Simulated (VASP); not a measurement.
A run of VASP 6.6.1 is set up as follows.

The input INCAR:

```
SYSTEM = BeS
  PREC = Accurate
  ENCUT = 520
  EDIFF = 1E-6
  ISMEAR = -1
  SIGMA = 0.03
  LREAL = .FALSE.
  LASPH = .TRUE.
  NELM = 80
  ALGO = Normal
  ISIF = 2
  LWAVE = .FALSE.
  LCHARG = .FALSE.
  GGA = PE
  IBRION = 2
  NSW = 50
  EDIFFG = -0.01
```

The input KPOINTS:

```
regular mesh
0
G
  10 10 10
  0 0 0
```

File POSCAR:

```
BeS
1.0
    0.0000000000      2.4250000000      2.4250000000
    2.4250000000      0.0000000000      2.4250000000
    2.4250000000      2.4250000000      0.0000000000
Be S
1 1
Direct
    0.0000000000      0.0000000000      0.0000000000
    0.2500000000      0.2500000000      0.2500000000
```

Potentials or basis: VASP PAW PBE potentials, release 64 (Be, S).

Command:

```bash
$ cat potpaw_PBE.64/Be/POTCAR potpaw_PBE.64/S/POTCAR > POTCAR
$ mpirun -np 1 vasp_std > vasp.out
```

Question: What does it give for the band gap on the k mesh?

Answer: 3.11 eV, indirect (least direct gap 5.67 eV).

Final structure:
```
CELL_PARAMETERS angstrom
0.00000 2.42500 2.42500
2.42500 0.00000 2.42500
2.42500 2.42500 0.00000
ATOMIC_POSITIONS crystal
Be 0.00000 0.00000 0.00000
S 0.25000 0.25000 0.25000
```

Caveat: the relaxation stopped at its first step, so nothing moved. PBE gaps usually lie below the measured ones, often by a third to a half.
